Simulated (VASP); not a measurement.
Crystal: BaTiO3.

```
CELL_PARAMETERS angstrom
3.98550 0.00000 0.00000
0.00000 2.83690 -2.84515
0.00000 2.83690 2.84515
ATOMIC_POSITIONS crystal
Ba 0.00000 0.00000 0.00000
Ti 0.50000 0.48760 0.51240
O 0.00000 0.51260 0.48740
O 0.50000 0.00816 0.50524
O 0.50000 0.49476 0.99184
```

Program: VASP 6.6.1. Alike in all runs: task single point; level PBEsol+U; potentials or basis VASP PAW PBE potentials, release 64 (Ba_sv, Ti_sv, O); no spin polarisation; cell as given; k mesh 6 × 6 × 6; cutoff (eV) 600; smearing gaussian 0.01 eV.

Problem. Order these runs on this cell by their pressure, lowest first.
A. U Ti d U = 2.0 eV
B. U Ti d U = 6.0 eV
C. U Ti d U = 4.0 eV

Solution. A (-0.6 GPa), C (1.0 GPa), B (2.7 GPa).

Caveats: the PAW data sets were made with another functional, which shifts forces and pressure a little.
